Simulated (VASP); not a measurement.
# ZnSe (F-43m) in VASP: further runs

Runs on ZnSe. Level: PBE. Tasks: single point, relaxation of cell and atoms.

Program: VASP 6.6.1. These are calculated values, not measurements. Logs are shortened: lines on timing, memory, paths and dates and some standing lists are left out, and cuts for length are marked.

**1. The cell of the first run**

It takes space group F-43m (No. 216, cubic). Conventional cell: a = 5.732 Å, b = 5.732 Å, c = 5.732 Å, α = 90.00°, β = 90.00°, γ = 90.00°. Within 3.3 Å of Zn (site symmetry -43m) lie 4 Se at 2.48 Å. Within 3.3 Å of Se (site symmetry -43m) lie 4 Zn at 2.48 Å.

**2. Single point, PBE**

Input file INCAR:

```
PREC     = Accurate       # precision mode
ENCUT    = 520            # plane-wave cutoff, eV
EDIFF    = 1E-7           # SCF threshold, eV
ISMEAR   = 0              # smearing method
SIGMA    = 0.1            # smearing width, eV
LREAL    = False          # projectors in reciprocal space
LASPH    = True           # aspherical terms in the spheres
NELM     = 60             # most SCF steps
ALGO     = Normal         # electronic algorithm
ISIF     = 2              # what is computed and relaxed
LWAVE    = False          # write WAVECAR
LCHARG   = False          # write CHGCAR
GGA      = PE             # functional
NBANDS   = 16             # bands
```

Input file KPOINTS:

```
regular mesh
0
Gamma
  6 6 6
```

Input file POSCAR:

```
ZnSe
1.0
    0.0000000000      2.8661434335      2.8661434335
    2.8661434335      0.0000000000      2.8661434335
    2.8661434335      2.8661434335      0.0000000000
Zn Se
1 1
Direct
    0.0000000000      0.0000000000      0.0000000000
    0.7500000000      0.7500000000      0.7500000000
```

Potentials or basis: VASP PAW PBE potentials, release 64 (Zn, Se).

Command:

```console
cat potpaw_PBE.64/Zn/POTCAR potpaw_PBE.64/Se/POTCAR > POTCAR
mpirun -np 1 vasp_std > vasp.out
```

OUTCAR:

```text
PREC = Accurate
   ENCUT = 520
   EDIFF = 1E-7
   ISMEAR = 0
   LREAL = False
   LASPH = True
   NELM = 60
   ISIF = 2
   GGA = PE

 ion  position               nearest neighbor table
   1  0.000  0.000  0.000-   2 2.48   2 2.48   2 2.48   2 2.48
   2  0.750  0.750  0.750-   1 2.48   1 2.48   1 2.48   1 2.48

  LATTYP: Found a face centered cubic cell.
 ALAT       =     5.7322868670

  Lattice vectors:

 A1 = (   0.0000000000,   2.8661434335,   2.8661434335)
 A2 = (   2.8661434335,   0.0000000000,   2.8661434335)
 A3 = (   2.8661434335,   2.8661434335,   0.0000000000)

Analysis of symmetry for initial positions (statically):
=====================================================================
 Subroutine PRICEL returns:
 Original cell was already a primitive cell.

 Routine SETGRP: Setting up the symmetry group for a
 face centered cubic supercell.

 Subroutine GETGRP returns: Found 24 space group operations
 (whereof 24 operations were pure point group operations)
 out of a pool of 48 trial point group operations.

The static configuration has the point symmetry T_d .

Analysis of symmetry for dynamics (positions and initial velocities):
=====================================================================
 Subroutine PRICEL returns:
 Original cell was already a primitive cell.

 Routine SETGRP: Setting up the symmetry group for a
 face centered cubic supercell.

 Subroutine GETGRP returns: Found 24 space group operations
 (whereof 24 operations were pure point group operations)
 out of a pool of 48 trial point group operations.

The dynamic configuration has the point symmetry T_d .

 Subroutine INISYM returns: Found 24 space group operations
 (whereof 24 operations are pure point group operations),
 and found     1 'primitive' translations

----------------------------------------------------------------------------------------

                                     Primitive cell

  volume of cell :      47.0895

  direct lattice vectors                    reciprocal lattice vectors
     0.000000000  2.866143434  2.866143434    -0.174450446  0.174450446  0.174450446
     2.866143434  0.000000000  2.866143434     0.174450446 -0.174450446  0.174450446
     2.866143434  2.866143434  0.000000000     0.174450446  0.174450446 -0.174450446

  length of vectors
     4.053338915  4.053338915  4.053338915     0.302157036  0.302157036  0.302157036

  position of ions in fractional coordinates (direct lattice)
     0.000000000  0.000000000  0.000000000
     0.750000000  0.750000000  0.750000000

  ion indices of the primitive-cell ions
   primitive index   ion index
                 1           1
                 2           2

----------------------------------------------------------------------------------------

 KPOINTS: regular mesh

Automatic generation of k-mesh.
 Grid dimensions read from file:
 generate k-points for:    6    6    6

 Generating k-lattice:

  Cartesian coordinates                     Fractional coordinates (reciprocal lattice)
    -0.029075074  0.029075074  0.029075074     0.166666667  0.000000000  0.000000000
     0.029075074 -0.029075074  0.029075074     0.000000000  0.166666667  0.000000000
     0.029075074  0.029075074 -0.029075074     0.000000000  0.000000000  0.166666667

  Length of vectors
     0.050359506  0.050359506  0.050359506

  Shift w.r.t. Gamma in fractional coordinates (k-lattice)
     0.000000000  0.000000000  0.000000000

 Subroutine IBZKPT returns following result:
 ===========================================

 Found     16 irreducible k-points:

 Following reciprocal coordinates:
            Coordinates               Weight
  0.000000  0.000000  0.000000      1.000000
  0.166667  0.000000  0.000000      8.000000
  0.333333  0.000000  0.000000      8.000000
  0.500000  0.000000  0.000000      4.000000
  0.166667  0.166667  0.000000      6.000000
  0.333333  0.166667  0.000000     24.000000
[... 8 lines left out ...]
 -0.333333  0.333333  0.166667     24.000000
 -0.333333  0.500000  0.166667     12.000000
   k-points           NKPTS =     16   k-points in BZ     NKDIM =     16   number of bands    NBANDS=     16
   number of dos      NEDOS =    301   number of ions     NIONS =      2
   total plane-waves  NPLWV =  27000
   dimension x,y,z NGX =    30 NGY =   30 NGZ =   30
   dimension x,y,z NGXF=    60 NGYF=   60 NGZF=   60
   ions per type =               1   1
   NGX,Y,Z   is equivalent  to a cutoff of  12.30, 12.30, 12.30 a.u.
   NGXF,Y,Z  is equivalent  to a cutoff of  24.61, 24.61, 24.61 a.u.
 SYSTEM =  unknown system
   PREC   = accura    normal or accurate (medium, high low for compatibility)
   ISTART =      0    job   : 0-new  1-cont  2-samecut
   ICHARG =      2    charge: 1-file 2-atom 10-const
   ISPIN  =      1    spin polarized calculation?
   LNONCOLLINEAR =      F non collinear calculations
   LSORBIT =      F    spin-orbit coupling
   LASPH  =      T    aspherical Exc in radial PAW
   ENCUT  =  520.0 eV  38.22 Ry    6.18 a.u.   7.54  7.54  7.54*2*pi/ulx,y,z
   NELM   =     60;   NELMIN=  2; NELMDL= -5     # of ELM steps
   EDIFF  = 0.1E-06   stopping-criterion for ELM
   LREAL  =      F    real-space projection
   EDIFFG = 0.1E-05   stopping-criterion for IOM
   NSW    =      0    number of steps for IOM
   IBRION =     -1    ionic relax: 0-MD 1-quasi-New 2-CG
   NFREE  =      0    steps in history (QN), initial steepest desc. (CG)
   ISIF   =      2    stress and relaxation
   ISYM   =      2    0-nonsym 1-usesym 2-fastsym
   POTIM  = 0.5000    time-step for ionic-motion
   TEBEG  =    0.0;   TEEND  =   0.0 temperature during run
   PSTRESS=    0.0 pullay stress
   NELECT =      18.0000    total number of electrons
   NUPDOWN=      -1.0000    fix difference up-down
   EMIN   =  10.00;   EMAX   =-10.00  energy-range for DOS
   EFERMI =   0.00;   METHOD = LEGACY
   ISMEAR =     0;   SIGMA  =   0.10  broadening in eV -4-tet -1-fermi 0-gaus
   EFERMI_NEDOS =   21; number of points for ismear=-14 and -15
   IALGO  =     38    algorithm
   IMIX   =      4    mixing-type and parameters
     AMIX     =   0.40;   BMIX     =  1.00
     AMIX_MAG =   1.60;   BMIX_MAG =  1.00
  volume/ion in A,a.u.               =      23.54       158.89
  Fermi-wavevector in a.u.,A,eV,Ry     =   1.188113  2.245208 19.206154  1.411612
  Thomas-Fermi vector in A             =   2.324250
   LORBIT       =      0    0 simple, 1 ext, 2 COOP (PROOUT), +10 PAW based schemes
   GGA     = PE    functional components
   LHFCALC =     F    Hartree Fock is set to
   AEXX    =    0.0000 exact exchange contribution
   IVDW    =     0    specifies the selected vdW correction
   LEPSILON=     F    determine dielectric tensor
   LRPA    =     F    only Hartree local field effects (RPA)
 non-spin polarized calculation
 Gauss-broadening in eV      SIGMA  =   0.10
  energy-cutoff  :      520.00
  volume of cell :       47.09
 maximum number of plane-waves:      1303
   NGX = 15   NGY = 15   NGZ = 15

 number of electron      18.0000017 magnetization

 Free energy of the ion-electron system (eV)
  ---------------------------------------------------
  ext. energy  EPLUGINS =         0.00000000
  ---------------------------------------------------
  free energy    TOTEN  =        -6.02743396 eV

  energy without entropy =       -6.02743396  energy(sigma->0) =       -6.02743396

 E-fermi :   1.7514     XC(G=0):  -9.1654

 val. band max:        1.3306045108   @ k =   0.0000   0.0000   0.0000
 cond. band min:       2.4837013907   @ k =   0.0000   0.0000   0.0000
 fundamental gap:      1.1530968798
 Fermi energy:         1.7513889010

 k-point     1 :       0.0000    0.0000    0.0000
  band No.  band energies     occupation
      1     -11.7155      2.00000
      2      -5.1006      2.00000
      3      -5.1006      2.00000
      4      -5.1006      2.00000
      5      -4.7613      2.00000
      6      -4.7613      2.00000
[... 8 lines left out ...]
     15      12.7175      0.00000
     16      12.7175      0.00000

 k-point     2 :       0.1667    0.0000    0.0000
  band No.  band energies     occupation
      1     -11.5524      2.00000
      2      -5.0812      2.00000
      3      -5.0760      2.00000
      4      -5.0760      2.00000
      5      -4.7628      2.00000
      6      -4.7628      2.00000
[... 8 lines left out ...]
     15      11.7527      0.00000
     16      12.2398      0.00000

 k-point     3 :       0.3333    0.0000    0.0000
  band No.  band energies     occupation
      1     -11.1888      2.00000
      2      -5.0347      2.00000
      3      -5.0347      2.00000
      4      -4.9279      2.00000
      5      -4.7553      2.00000
      6      -4.7553      2.00000
[... 8 lines left out ...]
     15      12.3111      0.00000
     16      12.3111      0.00000

 k-point     4 :       0.5000    0.0000    0.0000
  band No.  band energies     occupation
      1     -10.9829      2.00000
      2      -5.0196      2.00000
      3      -5.0196      2.00000
      4      -4.7445      2.00000
      5      -4.7445      2.00000
      6      -4.6144      2.00000
[... 8 lines left out ...]
     15      14.2947      0.00000
     16      14.2947      0.00000
[... 172 lines left out ...]
 k-point    14 :       0.5000    0.3333    0.1667
  band No.  band energies     occupation
      1     -10.9371      2.00000
      2      -5.0081      2.00000
      3      -4.9717      2.00000
      4      -4.8738      2.00000
      5      -4.7457      2.00000
      6      -4.6959      2.00000
[... 8 lines left out ...]
     15      14.0366      0.00000
     16      15.4203      0.00000

 k-point    15 :      -0.3333    0.3333    0.1667
  band No.  band energies     occupation
      1     -10.7968      2.00000
      2      -4.9922      2.00000
      3      -4.9456      2.00000
      4      -4.7929      2.00000
      5      -4.7655      2.00000
      6      -4.5365      2.00000
[... 8 lines left out ...]
     15      14.2211      0.00000
     16      15.1492      0.00000

 k-point    16 :      -0.3333    0.5000    0.1667
  band No.  band energies     occupation
      1     -10.7315      2.00000
      2      -5.0005      2.00000
      3      -4.9025      2.00000
      4      -4.8330      2.00000
      5      -4.7475      2.00000
      6      -4.5128      2.00000
[... 8 lines left out ...]
     15      14.9013      0.00000
     16      15.3272      0.00000

------------------------ aborting loop because EDIFF is reached ----------------------------------------

  FORCE on cell =-STRESS in cart. coord.  units (eV):
  Direction    XX          YY          ZZ          XY          YZ          ZX
  --------------------------------------------------------------------------------------
  -------------------------------------------------------------------------------------
  Total        0.0680400      0.0680400      0.0680400     -0.0000000      0.0000000      0.0000000
  in kB        2.3149999      2.3149999      2.3149999     -0.0000000      0.0000000      0.0000000
  external PRESSURE =       2.3149999 kB  Pullay stress =       0.0000000 kB

 VOLUME and BASIS-vectors are now :
 -----------------------------------------------------------------------------
  energy-cutoff  :      520.00
  volume of cell :       47.09
      direct lattice vectors                 reciprocal lattice vectors
     0.000000000  2.866143434  2.866143434    -0.174450446  0.174450446  0.174450446
     2.866143434  0.000000000  2.866143434     0.174450446 -0.174450446  0.174450446
     2.866143434  2.866143434  0.000000000     0.174450446  0.174450446 -0.174450446

 POSITION                                       TOTAL-FORCE (eV/Angst)
 -----------------------------------------------------------------------------------
      0.00000      0.00000      0.00000         0.000000     -0.000000      0.000000
      4.29922      4.29922      4.29922        -0.000000      0.000000     -0.000000
 -----------------------------------------------------------------------------------
    total drift:                                0.000001      0.000001      0.000001

  FREE ENERGIE OF THE ION-ELECTRON SYSTEM (eV)
  ---------------------------------------------------
  free  energy   TOTEN  =        -6.0274339646 eV

  energy  without entropy=       -6.0274339646  energy(sigma->0) =       -6.02743396
```

Run time: 14 s. Hardware: 1 thread of Intel Xeon 6975P-C, shared host; peak memory 0.17 GiB.

What came out:

```
Free energy            : -6.0274 eV
Pressure               : 0.2 GPa
Band gap on the k mesh : 1.15 eV, direct
```

**3. Single point, PBE**

Input file INCAR:

```
SYSTEM = ZnSe
PREC = Accurate
ENCUT = 520
EDIFF = 1E-6
ISMEAR = 0
SIGMA = 0.02
LREAL = .FALSE.
LASPH = .TRUE.
NELM = 60
ALGO = Normal
ISIF = 2
LWAVE = .FALSE.
LCHARG = .FALSE.
GGA = PE
NBANDS = 16
```

Input file KPOINTS:

```
regular mesh
0
G
  8 8 8
  0 0 0
```

POSCAR is that of step 2.

Potentials or basis: VASP PAW PBE potentials, release 64 (Zn, Se).

Command:

```console
cat potpaw_PBE.64/Zn/POTCAR potpaw_PBE.64/Se/POTCAR > POTCAR
mpirun -np 1 vasp_std > vasp.out
```

It took 22 s on 1 thread of Intel Xeon 6975P-C, shared host; peak memory 0.18 GiB.

It converged, with:

- Free energy: -6.0324 eV
- Pressure: 0.2 GPa
- Band gap on the k mesh: 1.15 eV, direct

Levels at points of the mesh, in eV from the valence-band top:
```tsv
k point	band 6	band 7	band 8	band 9	band 10	band 11	band 12	band 13
(0.00, 0.00, 0.00)	-6.09	0.00	0.00	0.00	1.15	5.81	5.81	5.81
(0.50, 0.00, 0.00)	-5.94	-5.01	-0.82	-0.82	2.48	6.38	6.38	8.48
(0.50, 0.50, 0.00)	-5.92	-4.61	-2.07	-2.07	3.06	3.46	10.50	11.01
```

**4. Relaxation of cell and atoms, PBE**

Input file INCAR:

```
SYSTEM = ZnSe
PREC = Accurate
ENCUT = 600
EDIFF = 1E-6
ISMEAR = 0
SIGMA = 0.02
LREAL = .FALSE.
LASPH = .TRUE.
NELM = 100
ALGO = Normal
ISIF = 3
LWAVE = .FALSE.
LCHARG = .FALSE.
GGA = PE
IBRION = 2
NSW = 100
EDIFFG = -0.01
```

KPOINTS is that of step 3.

POSCAR is that of step 3.

Command:

```console
cat potpaw_PBE.64/Zn/POTCAR potpaw_PBE.64/Se/POTCAR > POTCAR
mpirun -np 1 vasp_std > vasp.out
```

Wall time 23 s (1 thread of Intel Xeon 6975P-C, shared host); peak memory 0.19 GiB.

It converged, with:

- Free energy: -6.0323 eV
- Relaxed volume: 23.65 Å³/atom
- Relaxed cell: a = 4.060 Å, b = 4.060 Å, c = 4.060 Å, α = 60.00°, β = 60.00°, γ = 60.00°
- Space group after relaxing (to 0.05 Å): F-43m (No. 216)
- Energy gained by relaxing: 0.0 meV/atom
- Ionic steps: 2
- Pressure after relaxing: 0.0 GPa
- Band gap on the k mesh: 1.14 eV, direct

Final structure:
```yaml
crystal:
  lattice:
    - [0.00000, 2.87053, 2.87053]
    - [2.87053, 0.00000, 2.87053]
    - [2.87053, 2.87053, 0.00000]
  atoms:
    - { symbol: Zn, position: [0.00000, 0.00000, 0.00000] }
    - { symbol: Se, position: [0.75000, 0.75000, 0.75000] }
```

Levels at points of the mesh, in eV from the valence-band top:
| k point | band 6 | band 7 | band 8 | band 9 | band 10 | band 11 | band 12 | band 13 |
| --- | --- | --- | --- | --- | --- | --- | --- | --- |
| (0.00, 0.00, 0.00) | -6.08 | 0.00 | 0.00 | 0.00 | 1.14 | 5.81 | 5.81 | 5.81 |
| (0.50, 0.00, 0.00) | -5.93 | -4.99 | -0.81 | -0.81 | 2.47 | 6.39 | 6.39 | 8.47 |
| (0.50, 0.50, 0.00) | -5.91 | -4.59 | -2.05 | -2.05 | 3.07 | 3.46 | 10.46 | 10.98 |

PBE gaps usually lie below the measured ones, often by a third to a half.

**5. Summary**

```csv
task,cell,k mesh,cutoff (eV),smearing,gap on the mesh (eV),pressure (GPa)
single point,as given,6 × 6 × 6,520,gaussian 0.1 eV,1.15,0.2
single point,as given,8 × 8 × 8,520,gaussian 0.02 eV,1.15,0.2
relaxation of cell and atoms,relaxed,8 × 8 × 8,600,gaussian 0.02 eV,1.14,0.0
```

Alike in all rows: level PBE; potentials or basis VASP PAW PBE potentials, release 64 (Zn, Se); no spin polarisation.

Total energies depend on the potentials used, so only differences within one code and one set of settings carry meaning.
